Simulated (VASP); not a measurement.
# Cd (Pm-3n) in VASP: single point with r2SCAN

Aim: the single point of Cd with r2SCAN.

Program: VASP 6.6.1. These are calculated values, not measurements. Logs are shortened: lines on timing, memory, paths and dates and some standing lists are left out, and cuts for length are marked.

### 1 The cell of the first run

The structure is cubic, space group Pm-3n (No. 223). The conventional cell has a = 5.595 Å, b = 5.595 Å, c = 5.595 Å, α = 90.00°, β = 90.00°, γ = 90.00°. Within 4.1 Å of Cd (site symmetry m-3) lie 12 Cd at 3.13 Å. Cd (site symmetry -4m2) has 14 Cd at 2.80 to 3.43 Å within 3.7 Å.

### 2 Single point, r2SCAN

Input file POSCAR:

```
Cd
1.0
    5.5953303626      0.0000000000      0.0000000000
    0.0000000000      5.5953303626      0.0000000000
    0.0000000000      0.0000000000      5.5953303626
Cd
8
Direct
    0.5000000000      0.5000000000      0.5000000000
    0.0000000000      0.0000000000      0.0000000000
    0.2500000000      0.0000000000      0.5000000000
    0.5000000000      0.2500000000      0.0000000000
    0.5000000000      0.7500000000      0.0000000000
    0.7500000000      0.0000000000      0.5000000000
    0.0000000000      0.5000000000      0.7500000000
    0.0000000000      0.5000000000      0.2500000000
```

Input file INCAR.step1:

```
SYSTEM = Cd
  PREC = Accurate
  ENCUT = 520
  ISMEAR = 0
  SIGMA = 0.1
  LREAL = .False.
  LASPH = .True.
  NELM = 60
  NBANDS = 58
  GGA = PE
  ALGO = Normal
  EDIFF = 1E-4
  LWAVE = .True.
  LCHARG = .False.
```

Input file INCAR.step2:

```
SYSTEM = Cd
  PREC = Accurate
  ENCUT = 520
  EDIFF = 1E-6
  ISMEAR = 0
  SIGMA = 0.1
  LREAL = .False.
  LASPH = .True.
  NELM = 60
  ALGO = Normal
  ISIF = 2
  LWAVE = .False.
  LCHARG = .False.
  METAGGA = R2SCAN
  LMIXTAU = .True.
  NBANDS = 58
  ISTART = 1
```

Input file KPOINTS:

```
regular mesh
0
Gamma
  4 4 4
  0 0 0
```

Potentials or basis: VASP PAW PBE potentials, release 64 (Cd).

On the command line:

```bash
> cat potpaw_PBE.64/Cd/POTCAR > POTCAR
> cp INCAR.step1 INCAR
> mpirun -np 1 vasp_std > vasp.out
> cp INCAR.step2 INCAR
> mpirun -np 1 vasp_std > vasp.out
```

OUTCAR:

```text
SYSTEM = Cd
   PREC = Accurate
   ENCUT = 520
   EDIFF = 1E-6
   ISMEAR = 0
   LREAL = .False.
   LASPH = .True.
   NELM = 60
   ISIF = 2
   METAGGA = R2SCAN
   ISTART = 1

 ion  position               nearest neighbor table
   1  0.500  0.500  0.500-   3 3.13   4 3.13   5 3.13   6 3.13   7 3.13   8 3.13   4 3.13   5 3.13
                             3 3.13   6 3.13   7 3.13   8 3.13
   2  0.000  0.000  0.000-   3 3.13   4 3.13   5 3.13   6 3.13   7 3.13   8 3.13   3 3.13   6 3.13
                             7 3.13   8 3.13   4 3.13   5 3.13
   3  0.250  0.000  0.500-   6 2.80   6 2.80   1 3.13   2 3.13   1 3.13   2 3.13   8 3.43   5 3.43
                             4 3.43   5 3.43   4 3.43   7 3.43   8 3.43   7 3.43
   4  0.500  0.250  0.000-   5 2.80   5 2.80   1 3.13   1 3.13   2 3.13   2 3.13   8 3.43   3 3.43
                             3 3.43   6 3.43   6 3.43   7 3.43   7 3.43   8 3.43
   5  0.500  0.750  0.000-   4 2.80   4 2.80   1 3.13   1 3.13   2 3.13   2 3.13   8 3.43   3 3.43
                             3 3.43   6 3.43   6 3.43   7 3.43   7 3.43   8 3.43
   6  0.750  0.000  0.500-   3 2.80   3 2.80   1 3.13   2 3.13   1 3.13   2 3.13   8 3.43   4 3.43
                             4 3.43   5 3.43   5 3.43   7 3.43   8 3.43   7 3.43
   7  0.000  0.500  0.750-   8 2.80   8 2.80   1 3.13   2 3.13   2 3.13   1 3.13   3 3.43   4 3.43
                             5 3.43   3 3.43   6 3.43   6 3.43   4 3.43   5 3.43
   8  0.000  0.500  0.250-   7 2.80   7 2.80   1 3.13   2 3.13   2 3.13   1 3.13   3 3.43   4 3.43
                             5 3.43   3 3.43   6 3.43   6 3.43   4 3.43   5 3.43

  LATTYP: Found a simple cubic cell.
 ALAT       =     5.5953303626

  Lattice vectors:

 A1 = (   5.5953303626,   0.0000000000,   0.0000000000)
 A2 = (   0.0000000000,   5.5953303626,   0.0000000000)
 A3 = (   0.0000000000,   0.0000000000,   5.5953303626)

Analysis of symmetry for initial positions (statically):
=====================================================================
 Subroutine PRICEL returns:
 Original cell was already a primitive cell.

 Routine SETGRP: Setting up the symmetry group for a
 simple cubic supercell.

 Subroutine GETGRP returns: Found 48 space group operations
 (whereof 24 operations were pure point group operations)
 out of a pool of 48 trial point group operations.

The static configuration has the point symmetry T_h .
 The point group associated with its full space group is O_h .

Analysis of symmetry for dynamics (positions and initial velocities):
=====================================================================
 Subroutine PRICEL returns:
 Original cell was already a primitive cell.

 Routine SETGRP: Setting up the symmetry group for a
 simple cubic supercell.

 Subroutine GETGRP returns: Found 48 space group operations
[... 113 lines left out ...]
   NUPDOWN=      -1.0000    fix difference up-down
   EMIN   =  10.00;   EMAX   =-10.00  energy-range for DOS
   EFERMI =   0.00;   METHOD = LEGACY
   ISMEAR =     0;   SIGMA  =   0.10  broadening in eV -4-tet -1-fermi 0-gaus
   EFERMI_NEDOS =   21; number of points for ismear=-14 and -15
   IALGO  =     38    algorithm
   IMIX   =      4    mixing-type and parameters
     AMIX     =   0.40;   BMIX     =  1.00
     AMIX_MAG =   1.60;   BMIX_MAG =  1.00
  volume/ion in A,a.u.               =      21.90       147.77
  Fermi-wavevector in a.u.,A,eV,Ry     =   1.339696  2.531658 24.419528  1.794785
  Thomas-Fermi vector in A             =   2.468067
   LORBIT       =      0    0 simple, 1 ext, 2 COOP (PROOUT), +10 PAW based schemes
   METAGGA = R2SCAN    functional components
   LHFCALC =     F    Hartree Fock is set to
   AEXX    =    0.0000 exact exchange contribution
   IVDW    =     0    specifies the selected vdW correction
   LEPSILON=     F    determine dielectric tensor
   LRPA    =     F    only Hartree local field effects (RPA)
 non-spin polarized calculation
 Gauss-broadening in eV      SIGMA  =   0.10
  energy-cutoff  :      520.00
  volume of cell :      175.18
 maximum number of plane-waves:      4737
 NGX is ok and might be reduce to    42
   NGX = 21   NGY = 21   NGZ = 21

 number of electron      96.0000002 magnetization

 Free energy of the ion-electron system (eV)
  ---------------------------------------------------
  ext. energy  EPLUGINS =         0.00000000
  ---------------------------------------------------
  free energy    TOTEN  =      -160.51798430 eV

  energy without entropy =     -160.50637941  energy(sigma->0) =     -160.51218186

 E-fermi :   3.1325     XC(G=0): -11.7295

 val. band max:        3.1249765002   @ k =   0.2500   0.0000   0.0000
 cond. band min:       3.3308976491   @ k =   0.2500   0.2500   0.0000
 fundamental gap:      0.2059211490
 Fermi energy:         3.1324513027

 k-point     1 :       0.0000    0.0000    0.0000
  band No.  band energies     occupation
      1      -7.6306      2.00000
      2      -7.6306      2.00000
      3      -7.5455      2.00000
      4      -7.2220      2.00000
      5      -7.2220      2.00000
      6      -7.2220      2.00000
[... 599 lines left out ...]
     57       9.6376      0.00000
     58       9.6376      0.00000

------------------------ aborting loop because EDIFF is reached ----------------------------------------

  FORCE on cell =-STRESS in cart. coord.  units (eV):
  Direction    XX          YY          ZZ          XY          YZ          ZX
  --------------------------------------------------------------------------------------
  -------------------------------------------------------------------------------------
  Total        1.0173375      1.0173375      1.0173375      0.0000000      0.0000000     -0.0000000
  in kB        9.3046153      9.3046153      9.3046153      0.0000000      0.0000000     -0.0000000
  external PRESSURE =       9.3046153 kB  Pullay stress =       0.0000000 kB

 VOLUME and BASIS-vectors are now :
 -----------------------------------------------------------------------------
  energy-cutoff  :      520.00
  volume of cell :      175.18
      direct lattice vectors                 reciprocal lattice vectors
     5.595330363  0.000000000  0.000000000     0.178720457  0.000000000  0.000000000
     0.000000000  5.595330363  0.000000000     0.000000000  0.178720457  0.000000000
     0.000000000  0.000000000  5.595330363     0.000000000  0.000000000  0.178720457

 POSITION                                       TOTAL-FORCE (eV/Angst)
 -----------------------------------------------------------------------------------
      2.79767      2.79767      2.79767        -0.000000     -0.000000      0.000000
      0.00000      0.00000      0.00000        -0.000000     -0.000000      0.000000
      1.39883      0.00000      2.79767        -0.000000     -0.000000      0.000000
      2.79767      1.39883      0.00000        -0.000000     -0.000000     -0.000000
      2.79767      4.19650      0.00000         0.000000     -0.000000      0.000000
      4.19650      0.00000      2.79767         0.000000      0.000000      0.000000
      0.00000      2.79767      4.19650        -0.000000      0.000000      0.000000
      0.00000      2.79767      1.39883         0.000000     -0.000000      0.000000
 -----------------------------------------------------------------------------------
    total drift:                                0.000000     -0.000000     -0.000000

  FREE ENERGIE OF THE ION-ELECTRON SYSTEM (eV)
  ---------------------------------------------------
  free  energy   TOTEN  =      -160.5179843046 eV

  energy  without entropy=     -160.5063794070  energy(sigma->0) =     -160.51218186
```

OUTCAR.step1:

```text
SYSTEM = Cd
   PREC = Accurate
   ENCUT = 520
   ISMEAR = 0
   LREAL = .False.
   LASPH = .True.
   NELM = 60
[... 847 lines left out ...]
      4.19650      0.00000      2.79767         0.000000     -0.000000      0.000000
      0.00000      2.79767      4.19650         0.000000     -0.000000     -0.000000
      0.00000      2.79767      1.39883        -0.000000     -0.000000      0.000000
 -----------------------------------------------------------------------------------
    total drift:                                0.000000     -0.000000     -0.000000

  FREE ENERGIE OF THE ION-ELECTRON SYSTEM (eV)
  ---------------------------------------------------
  free  energy   TOTEN  =        -5.7150363380 eV

  energy  without entropy=       -5.7006832437  energy(sigma->0) =       -5.70785979
```

OSZICAR.step1:

```text
N       E                     dE             d eps       ncg     rms          rms(c)
DAV:   1     0.827010971952E+03    0.82701E+03   -0.51110E+04  1160   0.167E+03
DAV:   2     0.233497221019E+02   -0.80366E+03   -0.77857E+03  1174   0.453E+02
DAV:   3    -0.591680783645E+01   -0.29267E+02   -0.28843E+02  1258   0.973E+01
DAV:   4    -0.608300500652E+01   -0.16620E+00   -0.16576E+00  1276   0.625E+00
DAV:   5    -0.608336866184E+01   -0.36366E-03   -0.36363E-03  1234   0.276E-01    0.882E+00
DAV:   6    -0.572741102247E+01    0.35596E+00   -0.11173E+00  1228   0.742E+00    0.696E+00
DAV:   7    -0.571312341829E+01    0.14288E-01   -0.13741E-01  1240   0.207E+00    0.322E+00
DAV:   8    -0.571473392393E+01   -0.16105E-02   -0.14966E-02  1188   0.968E-01    0.211E-01
DAV:   9    -0.571485603450E+01   -0.12211E-03   -0.15004E-04   796   0.116E-01    0.805E-02
DAV:  10    -0.571503538710E+01   -0.17935E-03   -0.19676E-04   810   0.846E-02    0.228E-02
DAV:  11    -0.571503633799E+01   -0.95089E-06   -0.12178E-05   608   0.271E-02
   1 F= -.57150363E+01 E0= -.57078598E+01  d E =-.143531E-01
```

Run time: 5.3 min. Hardware: 1 thread of Oxide Virtual Turin-like, shared host; peak memory 0.28 GiB.

What came out:

```yaml
Free_energy: -160.5180 eV
Pressure: 0.9 GPa
Band_gap_on_the_k_mesh: zero (band 48 reaches 4.34 eV, above the bottom of band 49 at 1.84 eV)
```

Levels at points of the mesh, in eV from the Fermi level:
| k point | band 46 | band 47 | band 48 | band 49 | band 50 | band 51 |
| --- | --- | --- | --- | --- | --- | --- |
| (0.00, 0.00, 0.00) | -3.28 | -3.28 | 1.21 | 1.21 | 2.04 | 2.04 |
| (0.50, 0.00, 0.00) | -1.97 | -1.88 | -1.88 | -1.29 | -1.29 | 2.88 |
| (0.50, 0.50, 0.00) | -1.29 | -0.64 | -0.64 | -0.31 | -0.31 | 0.40 |
| (0.50, 0.50, 0.50) | -4.93 | -4.80 | -4.80 | 5.83 | 5.83 | 5.83 |

Caveat: the PAW data sets were made with another functional, which shifts forces and pressure a little.
